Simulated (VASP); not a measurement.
Input of a VASP 6.6.1 run:

The input INCAR:

```
ALGO = Normal
EDIFF = 1E-6
ENCUT = 520
GGA = PE
ISIF = 2
ISMEAR = 0
LASPH = T
LCHARG = T
LELF = T
LREAL = F
LVHAR = T
LWAVE = F
NBANDS = 26
NELM = 100
PREC = Accurate
SIGMA = 0.1
```

The input KPOINTS:

```
k-points
0
Gamma
  12 12 8
```

File POSCAR:

```
YPdF2
1.0
    3.8603459419      0.0000000000      0.0000000000
   -1.9301729709      3.3431576531      0.0000000000
    0.0000000000      0.0000000000      5.7117013044
Y Pd F
1 1 2
Direct
    0.0000000000      0.0000000000      0.5000000000
    0.0000000000      0.0000000000      0.0000000000
    0.3333333333      0.6666666667      0.5915366799
    0.6666666667      0.3333333333      0.4084633201
```

Potentials or basis: VASP PAW PBE potentials, release 64 (Y_sv, Pd, F).

The run is started by

```bash
$ cat potpaw_PBE.64/Y_sv/POTCAR potpaw_PBE.64/Pd/POTCAR potpaw_PBE.64/F/POTCAR > POTCAR
$ mpirun -np 1 vasp_std > vasp.out
```

Q: What does it give for the pressure?

A: 0.0 GPa.

Caveat: an odd number of electrons without spin polarisation forces a metal; a magnetic or distorted state may lie lower.
